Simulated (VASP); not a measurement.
A run of VASP 6.6.1:

The input POSCAR:

```
Hf
1.0
    0.0000000000      2.1841872859      2.2933966502
    2.1841872859      0.0000000000      2.2933966502
    2.1841872859      2.1841872859      0.0000000000
Hf
1
Direct
    0.0000000000      0.0000000000      0.0000000000
```

File INCAR.step1:

```
  PREC = Accurate
  ENCUT = 520
  ISMEAR = 0
  SIGMA = 0.15
  LREAL = F
  LASPH = T
  NELM = 60
  NBANDS = 11
  GGA = PE
  ALGO = Normal
  EDIFF = 1E-4
  LWAVE = T
  LCHARG = F
```

The input INCAR.step2:

```
  PREC = Accurate
  ENCUT = 520
  EDIFF = 1E-7
  ISMEAR = 0
  SIGMA = 0.15
  LREAL = F
  LASPH = T
  NELM = 60
  ALGO = Normal
  ISIF = 2
  LWAVE = F
  LCHARG = T
  METAGGA = R2SCAN
  LMIXTAU = T
  LELF = T
  LVHAR = T
  NBANDS = 11
  ISTART = 1
```

Contents of KPOINTS:

```
Automatic mesh
0
Gamma
  20 20 20
```

Potentials or basis: VASP PAW PBE potentials, release 64 (Hf_pv).

Command:

```sh
$ cat potpaw_PBE.64/Hf_pv/POTCAR > POTCAR
$ cp INCAR.step1 INCAR
$ mpirun -np 1 vasp_std > vasp.out
$ cp INCAR.step2 INCAR
$ mpirun -np 1 vasp_std > vasp.out
```

Hardware: 1 thread of AMD EPYC 7R13, with other jobs on the host.

Q: How long does it take, and how much memory?

A: It took 18 min on 1 thread of AMD EPYC 7R13, on a shared host, peak memory 0.25 GiB. Counts: k points 641.
